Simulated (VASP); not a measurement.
Here is a VASP 6.6.1 calculation.

POSCAR

```
ZrC
1.0
    0.0000000000      2.5242230756      2.5242230756
    2.5242230756      0.0000000000      2.5242230756
    2.5242230756      2.5242230756      0.0000000000
Zr C
1 1
Direct
    0.5000000000      0.5000000000      0.5000000000
    0.7500000000      0.7500000000      0.7500000000
```

INCAR.step1

```
ALGO = Normal
EDIFF = 1E-5
ENCUT = 520
GGA = PE
ISIF = 2
ISMEAR = -1
LASPH = T
LCHARG = F
LREAL = F
LWAVE = T
NBANDS = 15
NELM = 100
PREC = Accurate
SIGMA = 0.05
```

Contents of INCAR.step2:

```
AEXX = 0.25
ALGO = Normal
EDIFF = 1E-7
ENCUT = 520
GGA = PS
HFSCREEN = 0.207
ISIF = 2
ISMEAR = -1
ISTART = 1
LASPH = T
LCHARG = F
LHFCALC = T
LREAL = F
LWAVE = F
NBANDS = 15
NELM = 100
PREC = Accurate
PRECFOCK = Normal
SIGMA = 0.05
```

File KPOINTS:

```
k-points
0
Gamma
  5 5 5
```

Potentials or basis: VASP PAW PBE potentials, release 64 (Zr_sv, C).

Command:

```console
$ cat potpaw_PBE.64/Zr_sv/POTCAR potpaw_PBE.64/C/POTCAR > POTCAR
$ cp INCAR.step1 INCAR
$ mpirun -np 1 vasp_std > vasp.out
$ cp INCAR.step2 INCAR
$ mpirun -np 1 vasp_std > vasp.out
```

Q: Predict the pressure.

A: 0.2 GPa.

Q: Predict the band gap on the k mesh.

A: 1.40 eV, direct.

Caveat: the k points lie up to 0.43 Å⁻¹ apart; the PAW data sets were made with another functional, which shifts forces and pressure a little. A k mesh can miss the band edges.
